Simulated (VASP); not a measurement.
# LiCl (Fm-3m) in VASP: notebook

LiCl is run at these levels: PBEsol-based global hybrid with 25 % exact exchange, BLYP+D3(BJ), revPBE+D3(BJ), RPBE+D4, revPBE+D4; tasks: relaxation of cell and atoms, single point.

Program: VASP 6.6.1. These are calculated values, not measurements. Logs are shortened: lines on timing, memory, paths and dates and some standing lists are left out, and cuts for length are marked.

## Step 1: The cell of the first run

The structure is cubic, space group Fm-3m (No. 225). The conventional cell has a = 5.130 Å, b = 5.130 Å, c = 5.130 Å, α = 90.00°, β = 90.00°, γ = 90.00°. Within 3.4 Å of Cl (site symmetry m-3m) lie 6 Li at 2.56 Å. Li (site symmetry m-3m) has 6 Cl at 2.56 Å within 3.4 Å.

## Step 2: Relaxation of cell and atoms, PBEsol-based global hybrid with 25 % exact exchange

Contents of POSCAR:

```
LiCl
1.0
    0.0000000000      2.5647700000      2.5647700000
    2.5647700000      0.0000000000      2.5647700000
    2.5647700000      2.5647700000      0.0000000000
Cl Li
1 1
Direct
    0.5000000000      0.5000000000      0.5000000000
    0.0000000000      0.0000000000      0.0000000000
```

Contents of INCAR.step1:

```
PREC = Accurate ; ENCUT = 600
EDIFF = 1E-5 ; ISMEAR = -1
SIGMA = 0.05 ; LREAL = F
LASPH = T ; NELM = 100
ALGO = Normal ; LWAVE = T
LCHARG = F ; GGA = PE
NBANDS = 12
```

Contents of INCAR.step2:

```
PREC = Accurate ; ENCUT = 600
EDIFF = 1E-7 ; ISMEAR = -1
SIGMA = 0.05 ; LREAL = F
LASPH = T ; NELM = 100
ALGO = Normal ; ISIF = 3
LWAVE = F ; LCHARG = F
GGA = PS ; LHFCALC = T
AEXX = 0.25 ; PRECFOCK = Normal
IBRION = 2 ; NSW = 60
EDIFFG = -0.01 ; ISTART = 1
```

Contents of KPOINTS:

```
regular mesh
0
Gamma
  5 5 5
```

Potentials or basis: VASP PAW PBE potentials, release 64 (Cl, Li_sv).

The run is started by

```
$ cat potpaw_PBE.64/Cl/POTCAR potpaw_PBE.64/Li_sv/POTCAR > POTCAR
$ cp INCAR.step1 INCAR
$ mpirun -np 1 vasp_std > vasp.out
$ cp INCAR.step2 INCAR
$ mpirun -np 1 vasp_std > vasp.out
```

OUTCAR:

```text
PREC = Accurate
   ENCUT = 600
   EDIFF = 1E-7
   ISMEAR = -1
   LREAL = F
   LASPH = T
   NELM = 100
   ISIF = 3
   GGA = PS
   LHFCALC = T
   AEXX = 0.25
   PRECFOCK = Normal
   IBRION = 2
   NSW = 60
   EDIFFG = -0.01
   ISTART = 1

 ion  position               nearest neighbor table
   1  0.500  0.500  0.500-   2 2.56   2 2.56   2 2.56   2 2.56   2 2.56   2 2.56
   2  0.000  0.000  0.000-   1 2.56   1 2.56   1 2.56   1 2.56   1 2.56   1 2.56

  LATTYP: Found a face centered cubic cell.
 ALAT       =     5.1295400000

  Lattice vectors:

 A1 = (   0.0000000000,   2.5647700000,   2.5647700000)
 A2 = (   2.5647700000,   0.0000000000,   2.5647700000)
 A3 = (   2.5647700000,   2.5647700000,   0.0000000000)

Analysis of symmetry for initial positions (statically):
=====================================================================
 Subroutine PRICEL returns:
 Original cell was already a primitive cell.

 Routine SETGRP: Setting up the symmetry group for a
 face centered cubic supercell.

 Subroutine GETGRP returns: Found 48 space group operations
 (whereof 48 operations were pure point group operations)
 out of a pool of 48 trial point group operations.

The static configuration has the point symmetry O_h .

Analysis of symmetry for dynamics (positions and initial velocities):
=====================================================================
 Subroutine PRICEL returns:
 Original cell was already a primitive cell.

 Routine SETGRP: Setting up the symmetry group for a
 face centered cubic supercell.

 Subroutine GETGRP returns: Found 48 space group operations
 (whereof 48 operations were pure point group operations)
 out of a pool of 48 trial point group operations.

The dynamic configuration has the point symmetry O_h .

 Subroutine INISYM returns: Found 48 space group operations
 (whereof 48 operations are pure point group operations),
 and found     1 'primitive' translations

----------------------------------------------------------------------------------------

                                     Primitive cell

  volume of cell :      33.7423

  direct lattice vectors                    reciprocal lattice vectors
     0.000000000  2.564770000  2.564770000    -0.194949255  0.194949255  0.194949255
     2.564770000  0.000000000  2.564770000     0.194949255 -0.194949255  0.194949255
     2.564770000  2.564770000  0.000000000     0.194949255  0.194949255 -0.194949255

  length of vectors
     3.627132518  3.627132518  3.627132518     0.337662014  0.337662014  0.337662014

  position of ions in fractional coordinates (direct lattice)
     0.500000000  0.500000000  0.500000000
     0.000000000  0.000000000  0.000000000

  ion indices of the primitive-cell ions
   primitive index   ion index
                 1           1
                 2           2

----------------------------------------------------------------------------------------

 KPOINTS: regular mesh

Automatic generation of k-mesh.
 Grid dimensions read from file:
 generate k-points for:    5    5    5

 Generating k-lattice:

  Cartesian coordinates                     Fractional coordinates (reciprocal lattice)
    -0.038989851  0.038989851  0.038989851     0.200000000  0.000000000  0.000000000
     0.038989851 -0.038989851  0.038989851     0.000000000  0.200000000  0.000000000
     0.038989851  0.038989851 -0.038989851     0.000000000  0.000000000  0.200000000

  Length of vectors
     0.067532403  0.067532403  0.067532403

  Shift w.r.t. Gamma in fractional coordinates (k-lattice)
     0.000000000  0.000000000  0.000000000

 Subroutine IBZKPT returns following result:
 ===========================================

 Found     10 irreducible k-points:

 Following reciprocal coordinates:
            Coordinates               Weight
  0.000000  0.000000  0.000000      1.000000
  0.200000  0.000000  0.000000      8.000000
  0.400000  0.000000  0.000000      8.000000
  0.200000  0.200000  0.000000      6.000000
  0.400000  0.200000  0.000000     24.000000
 -0.400000  0.200000  0.000000     24.000000
 -0.200000  0.200000  0.000000     12.000000
  0.400000  0.400000  0.000000      6.000000
 -0.400000  0.400000  0.000000     12.000000
 -0.400000  0.400000  0.200000     24.000000
   k-points           NKPTS =     10   k-points in BZ     NKDIM =    125   number of bands    NBANDS=      9
   number of dos      NEDOS =    301   number of ions     NIONS =      2
   total plane-waves  NPLWV =  27000
   dimension x,y,z NGX =    30 NGY =   30 NGZ =   30
   dimension x,y,z NGXF=    60 NGYF=   60 NGZF=   60
   ions per type =               1   1
   NGX,Y,Z   is equivalent  to a cutoff of  13.75, 13.75, 13.75 a.u.
   NGXF,Y,Z  is equivalent  to a cutoff of  27.50, 27.50, 27.50 a.u.
 SYSTEM =  unknown system
   PREC   = accura    normal or accurate (medium, high low for compatibility)
   ISTART =      1    job   : 0-new  1-cont  2-samecut
   ICHARG =      0    charge: 1-file 2-atom 10-const
   ISPIN  =      1    spin polarized calculation?
   LNONCOLLINEAR =      F non collinear calculations
   LSORBIT =      F    spin-orbit coupling
   LASPH  =      T    aspherical Exc in radial PAW
   ENCUT  =  600.0 eV  44.10 Ry    6.64 a.u.   7.24  7.24  7.24*2*pi/ulx,y,z
   NELM   =    100;   NELMIN=  2; NELMDL=  0     # of ELM steps
   EDIFF  = 0.1E-06   stopping-criterion for ELM
   LREAL  =      F    real-space projection
   EDIFFG = -.1E-01   stopping-criterion for IOM
   NSW    =     60    number of steps for IOM
   IBRION =      2    ionic relax: 0-MD 1-quasi-New 2-CG
   NFREE  =      1    steps in history (QN), initial steepest desc. (CG)
   ISIF   =      3    stress and relaxation
   ISYM   =      3    0-nonsym 1-usesym 2-fastsym
   POTIM  = 0.5000    time-step for ionic-motion
   TEBEG  =    0.0;   TEEND  =   0.0 temperature during run
   PSTRESS=    0.0 pullay stress
   NELECT =      10.0000    total number of electrons
   NUPDOWN=      -1.0000    fix difference up-down
   EMIN   =  10.00;   EMAX   =-10.00  energy-range for DOS
   EFERMI =   0.00;   METHOD = LEGACY
   ISMEAR =    -1;   SIGMA  =   0.05  broadening in eV -4-tet -1-fermi 0-gaus
   EFERMI_NEDOS =   21; number of points for ismear=-14 and -15
   IALGO  =     38    algorithm
   IMIX   =      1    mixing-type and parameters
     AMIX     =   0.40;   BMIX     =  1.00
     AMIX_MAG =   1.60;   BMIX_MAG =  1.00
  volume/ion in A,a.u.               =      16.87       113.85
  Fermi-wavevector in a.u.,A,eV,Ry     =   1.091482  2.062601 16.209056  1.191332
  Thomas-Fermi vector in A             =   2.227728
   LORBIT       =      0    0 simple, 1 ext, 2 COOP (PROOUT), +10 PAW based schemes
   GGA     = PS    functional components
   LHFCALC =     T    Hartree Fock is set to
   PRECFOCK=normal    Normal, Fast or Accurate (Low or Medium for compatibility)
   ENCUT4O =  -1.0   cutoff for four orbital integrals eV
   NKREDX  =     1    reduce k-point grid by
   NKREDY  =     1    reduce k-point grid by
   NKREDZ  =     1    reduce k-point grid by
   AEXX    =    0.2500 exact exchange contribution
   HFSCREEN=    0.0000 screening length (either q_TF or 0.3 A-1)
   HFSCREENC=   0.0000 screening length for correlation (either q_TF or 0.3 A-1)
   ENCUTFOCK=  -1.0 apply spherical cutoff to Coloumb kernel
   IVDW    =     0    specifies the selected vdW correction
   LEPSILON=     F    determine dielectric tensor
   LRPA    =     F    only Hartree local field effects (RPA)
 conjugate gradient relaxation of ions
 non-spin polarized calculation
  energy-cutoff  :      600.00
  volume of cell :       33.74
 maximum number of plane-waves:      1139
 NGX is ok and might be reduce to    30
  NGX = 24; NGY = 24; NGZ = 24

--------------------------------------- Ionic step        1  -------------------------------------------

 number of electron      10.0000004 magnetization

 Free energy of the ion-electron system (eV)
  ---------------------------------------------------
  ext. energy  EPLUGINS =         0.00000000
  ---------------------------------------------------
  free energy    TOTEN  =        -9.18511746 eV

  energy without entropy =       -9.18511746  energy(sigma->0) =       -9.18511746

------------------------ aborting loop because EDIFF is reached ----------------------------------------

  FORCE on cell =-STRESS in cart. coord.  units (eV):
  Direction    XX          YY          ZZ          XY          YZ          ZX
  --------------------------------------------------------------------------------------
  -------------------------------------------------------------------------------------
  Total       -0.3565615     -0.3565615     -0.3565615     -0.0000000     -0.0000000      0.0000000
  in kB      -16.9305011    -16.9305011    -16.9305011     -0.0000000     -0.0000000      0.0000000
  external PRESSURE =     -16.9305011 kB  Pullay stress =       0.0000000 kB

 VOLUME and BASIS-vectors are now :
 -----------------------------------------------------------------------------
  energy-cutoff  :      600.00
  volume of cell :       33.74
      direct lattice vectors                 reciprocal lattice vectors
     0.000000000  2.564770000  2.564770000    -0.194949255  0.194949255  0.194949255
     2.564770000  0.000000000  2.564770000     0.194949255 -0.194949255  0.194949255
     2.564770000  2.564770000  0.000000000     0.194949255  0.194949255 -0.194949255
[... 39 lines left out ...]
 POSITION                                       TOTAL-FORCE (eV/Angst)
 -----------------------------------------------------------------------------------
      2.54271      2.54271      2.54271         0.000000     -0.000000     -0.000000
      0.00000      0.00000      0.00000         0.000000      0.000000      0.000000
 -----------------------------------------------------------------------------------
    total drift:                               -0.000000      0.000000     -0.000000

  FREE ENERGIE OF THE ION-ELECTRON SYSTEM (eV)
  ---------------------------------------------------
  free  energy   TOTEN  =        -9.1920652946 eV

  energy  without entropy=       -9.1920652946  energy(sigma->0) =       -9.19206529

--------------------------------------- Ionic step        3  -------------------------------------------

 number of electron       9.9999994 magnetization

 Free energy of the ion-electron system (eV)
  ---------------------------------------------------
  ext. energy  EPLUGINS =         0.00000000
  ---------------------------------------------------
  free energy    TOTEN  =        -9.19434332 eV

  energy without entropy =       -9.19434332  energy(sigma->0) =       -9.19434332

 E-fermi :   0.6433     XC(G=0):  -7.2079

 val. band max:       -0.4335822667   @ k =   0.0000   0.0000   0.0000
 cond. band min:       8.1884766533   @ k =   0.0000   0.0000   0.0000
 fundamental gap:      8.6220589200
 Fermi energy:         0.6433080923

 k-point     1 :       0.0000    0.0000    0.0000
  band No.  band energies     occupation
      1     -46.1410      2.00000
      2     -15.3349      2.00000
      3      -0.4336      2.00000
      4      -0.4336      2.00000
      5      -0.4336      2.00000
      6       8.1885      0.00000
      7      13.7498      0.00000
      8      13.7498      0.00000
      9      13.7498      0.00000

 k-point     2 :       0.2000    0.0000    0.0000
  band No.  band energies     occupation
      1     -46.1394      2.00000
      2     -15.1087      2.00000
      3      -1.7879      2.00000
      4      -0.5496      2.00000
      5      -0.5496      2.00000
      6       8.9980      0.00000
      7      12.7150      0.00000
      8      13.0647      0.00000
      9      13.0647      0.00000
[... 116 lines left out ...]
 POSITION                                       TOTAL-FORCE (eV/Angst)
 -----------------------------------------------------------------------------------
      2.52140      2.52140      2.52140        -0.000000      0.000000      0.000000
      0.00000      0.00000      0.00000         0.000000     -0.000000     -0.000000
 -----------------------------------------------------------------------------------
    total drift:                               -0.000000     -0.000000     -0.000000

  FREE ENERGIE OF THE ION-ELECTRON SYSTEM (eV)
  ---------------------------------------------------
  free  energy   TOTEN  =        -9.1943433189 eV

  energy  without entropy=       -9.1943433189  energy(sigma->0) =       -9.19434332

 reached required accuracy - stopping structural energy minimisation
```

It took 22 min on 1 thread of Intel Xeon 8259CL, shared host; peak memory 0.18 GiB.

What came out:

```yaml
Free_energy: -9.1943 eV
Relaxed_volume: 16.03 Å³/atom
Relaxed_cell: a = 3.566 Å, b = 3.566 Å, c = 3.566 Å, α = 60.00°, β = 60.00°, γ = 60.00°
Space_group_after_relaxing_to_0.1_Å: Fm-3m (No. 225)
Energy_gained_by_relaxing: 4.6 meV/atom
Ionic_steps: 3
Pressure_after_relaxing: 0.0 GPa
Band_gap_on_the_k_mesh: 8.62 eV
```

The path:
```csv
step,energy change (eV),largest force (eV/Å),pressure (GPa),volume (Å³)
1,0.0000,0.0000,-1.69,33.74
2,-0.0069,0.0000,-0.88,32.88
3,-0.0092,0.0000,0.00,32.06
```

Final structure:
```
Cl Li
1.0
     0.00000    2.52140    2.52140
     2.52140    0.00000    2.52140
     2.52140    2.52140    0.00000
Cl Li
1 1
Direct
  0.50000 0.50000 0.50000
  0.00000 0.00000 0.00000
```

Levels at points of the mesh, in eV from the valence-band top:
| k point | band 2 | band 3 | band 4 | band 5 | band 6 | band 7 | band 8 | band 9 |
| --- | --- | --- | --- | --- | --- | --- | --- | --- |
| (0.00, 0.00, 0.00) | -14.90 | 0.00 | 0.00 | 0.00 | 8.62 | 14.18 | 14.18 | 14.18 |

Caveat: the k points lie up to 0.43 Å⁻¹ apart in the final cell; the cutoff is under 1.25 times the usual one of these potentials, so pressure, stress and relaxed cells hold a basis-set (Pulay) error; the PAW data sets were made with another functional, which shifts forces and pressure a little; an odd mesh through Γ misses points on the zone boundary, where band edges can lie.

## Step 3: Single point, BLYP+D3(BJ)

This run uses another cell than the first one, of 15.52 Å³/atom.

Contents of INCAR:

```
SYSTEM = LiCl
AGGAC    = 1.0          
AGGAX    = 1.0          
ALDAC    = 0.0          
ALDAX    = 1.0          
ALGO     = Normal         ! electronic algorithm
EDIFF    = 1E-6           ! SCF threshold, eV
ENCUT    = 520            ! plane-wave cutoff, eV
GGA      = B5             ! functional
ISIF     = 2              ! what is computed and relaxed
ISMEAR   = -1             ! smearing method
IVDW     = 12             ! dispersion correction
LASPH    = .True.         ! aspherical terms in the spheres
LCHARG   = .False.        ! write CHGCAR
LREAL    = .False.        ! projectors in reciprocal space
LWAVE    = .False.        ! write WAVECAR
NBANDS   = 12             ! bands
NELM     = 60             ! most SCF steps
PREC     = Accurate       ! precision mode
SIGMA    = 0.05           ! smearing width, eV
VDW_A1   = 0.4298       
VDW_A2   = 4.2359       
VDW_S6   = 1.0          
VDW_S8   = 2.6996
```

Contents of KPOINTS:

```
k-points
0
Gamma
  9 9 9
  0 0 0
```

Contents of POSCAR:

```
LiCl
1.0
    0.0000000000      2.4944222898      2.4944222898
    2.4944222898      0.0000000000      2.4944222898
    2.4944222898      2.4944222898      0.0000000000
Cl Li
1 1
Direct
    0.5000000000      0.5000000000      0.5000000000
    0.0000000000      0.0000000000      0.0000000000
```

Potentials or basis: VASP PAW PBE potentials, release 64 (Cl, Li_sv).

The run is started by

```
$ cat potpaw_PBE.64/Cl/POTCAR potpaw_PBE.64/Li_sv/POTCAR > POTCAR
$ mpirun -np 1 vasp_std > vasp.out
```

It took 34 s on 1 thread of Intel Xeon 8259CL, shared host; peak memory 0.16 GiB.

It converged, with:

```yaml
Free_energy: -8.0106 eV
Band_gap_on_the_k_mesh: 7.03 eV
Dispersion_energy_per_atom: -0.526 eV
```

Levels at points of the mesh, in eV from the valence-band top:
```csv
k point,band 2,band 3,band 4,band 5,band 6,band 7,band 8,band 9
"(0.00, 0.00, 0.00)",-13.66,0.00,0.00,0.00,7.03,12.08,12.08,12.08
```

Caveat: the cutoff is under 1.25 times the usual one of these potentials, so pressure, stress and relaxed cells hold a basis-set (Pulay) error; the PAW data sets were made with another functional, which shifts forces and pressure a little; an odd mesh through Γ misses points on the zone boundary, where band edges can lie.

## Step 4: Single point, revPBE+D3(BJ)

This run uses another cell than the first one, of 15.69 Å³/atom.

Contents of INCAR:

```
PREC = Accurate ; ENCUT = 520
EDIFF = 1E-6 ; ISMEAR = -1
SIGMA = 0.05 ; LREAL = F
LASPH = T ; NELM = 60
ALGO = Normal ; ISIF = 2
LWAVE = F ; LCHARG = T
GGA = RE ; IVDW = 12
LELF = T ; LVHAR = T
NBANDS = 12
```

Contents of KPOINTS:

```
regular mesh
0
Gamma
  9 9 9
```

Contents of POSCAR:

```
LiCl
1.0
    0.0000000000      2.5033862565      2.5033862565
    2.5033862565      0.0000000000      2.5033862565
    2.5033862565      2.5033862565      0.0000000000
Cl Li
1 1
Direct
    0.5000000000      0.5000000000      0.5000000000
    0.0000000000      0.0000000000      0.0000000000
```

The run is started by

```
$ cat potpaw_PBE.64/Cl/POTCAR potpaw_PBE.64/Li_sv/POTCAR > POTCAR
$ mpirun -np 1 vasp_std > vasp.out
```

It took 31 s on 1 thread of Intel Xeon 8259CL, shared host; peak memory 0.16 GiB.

It converged, with:

```yaml
Free_energy: -7.9234 eV
Band_gap_on_the_k_mesh: 6.97 eV
Dispersion_energy_per_atom: -0.482 eV
```

Levels at points of the mesh, in eV from the valence-band top:
```
           k point  band 2  band 3  band 4  band 5  band 6  band 7  band 8  band 9
(0.00, 0.00, 0.00)  -13.66    0.00    0.00    0.00    6.97   12.06   12.06   12.06
```

Caveat: the cutoff is under 1.25 times the usual one of these potentials, so pressure, stress and relaxed cells hold a basis-set (Pulay) error; the PAW data sets were made with another functional, which shifts forces and pressure a little; an odd mesh through Γ misses points on the zone boundary, where band edges can lie.

[end of part 1 of 2]
